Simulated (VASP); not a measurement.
LiNbO3: single point with PBE

Crystal: LiNbO3.

```xyz
10
Lattice="2.6506 1.5303 4.6213 -2.6506 1.5303 4.6213 0.0000 -3.0606 4.6213" Properties=species:S:1:pos:R:3 pbc="T T T"
Li    0.0000    0.0000    3.9040
Li    0.0000    0.0000   10.8360
Nb    0.0000    0.0000    0.0068
Nb    0.0000    0.0000    6.9388
O    -0.6562   -1.4901    5.4975
O     1.6185    0.1768    5.4975
O    -0.9624    1.3133    5.4975
O    -1.6882   -0.2170    7.8082
O     0.6562    1.5705    7.8082
O     1.0320   -1.3535    7.8082
```

| Property | Result |
| --- | --- |
| Program | VASP 6.6.1 |
| Task | single point |
| Functional | PBE |
| Potentials or basis | VASP PAW PBE potentials, release 64 (Li_sv, Nb_sv, O) |
| Cutoff | 520 eV |
| k mesh | 6 × 6 × 6 |
| Occupations | gaussian, width 0.05 eV |
| Spin | no spin polarisation |

```
Largest force          : 0.488 eV/Å
Band gap on the k mesh : 3.38 eV (least direct gap 3.43 eV)
```

Forces in eV/Å, atoms in the order of the input:
```
Li   0.000  0.000 -0.038
Li   0.000  0.000 -0.038
Nb   0.000  0.000  0.323
Nb   0.000  0.000  0.323
O    0.353 -0.323 -0.095
O    0.103  0.467 -0.095
O   -0.456 -0.144 -0.095
O    0.456 -0.144 -0.095
O   -0.353 -0.323 -0.095
O   -0.103  0.467 -0.095
```

Levels at points of the mesh, in eV from the valence-band top:
```
           k point  band 32  band 33  band 34  band 35  band 36  band 37
(0.00, 0.00, 0.00)    -0.48    -0.01    -0.01     3.42     3.42     3.75
(0.50, 0.00, 0.00)    -0.27    -0.18    -0.18     3.65     3.65     4.41
(0.50, 0.50, 0.00)    -0.59    -0.51    -0.19     3.47     3.89     4.33
(0.50, 0.50, 0.50)    -0.33    -0.33    -0.33     4.26     4.26     4.53
```

Run time: 3.2 min on 1 thread of Intel(R) Xeon(R) Platinum 8488C (Sapphire Rapids), with other jobs on the host, peak memory 0.31 GiB.

 A k mesh can miss the band edges.
